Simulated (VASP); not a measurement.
SrO:

```xyz
4
Lattice="3.5533 0.0000 0.0000 -1.7766 3.0772 0.0000 0.0000 0.0000 6.2173" Properties=species:S:1:pos:R:3 pbc="T T T"
Sr    1.7766    1.0257    4.6630
Sr    0.0000    2.0515    1.5543
O     0.0000    0.0000    3.1087
O     0.0000    0.0000    0.0000
```

Base run:

| Item | Value |
| --- | --- |
| Program | VASP 6.6.1 |
| Functional | r2SCAN |
| Potentials or basis | VASP PAW PBE potentials, release 64 (Sr_sv, O) |
| Cutoff | 520 eV |
| k mesh | 9 × 9 × 5 |
| Occupations | fermi-dirac, width 0.05 eV |
| Spin | no spin polarisation |

Its results: band gap on the k mesh 3.52 eV, indirect (least direct gap 3.67 eV); pressure 0.1 GPa.

Q: The run is repeated on the same cell with these changes: functional from r2SCAN to PBEsol. What comes out?

A: Band gap on the k mesh 2.93 eV, direct; pressure -1.8 GPa.

r2SCAN gives the wider gap, since meta-GGAs in the generalised Kohn-Sham scheme recover part of the derivative discontinuity.

Caveats: the PAW data sets were made with another functional, which shifts forces and pressure a little.

A k mesh can miss the band edges.
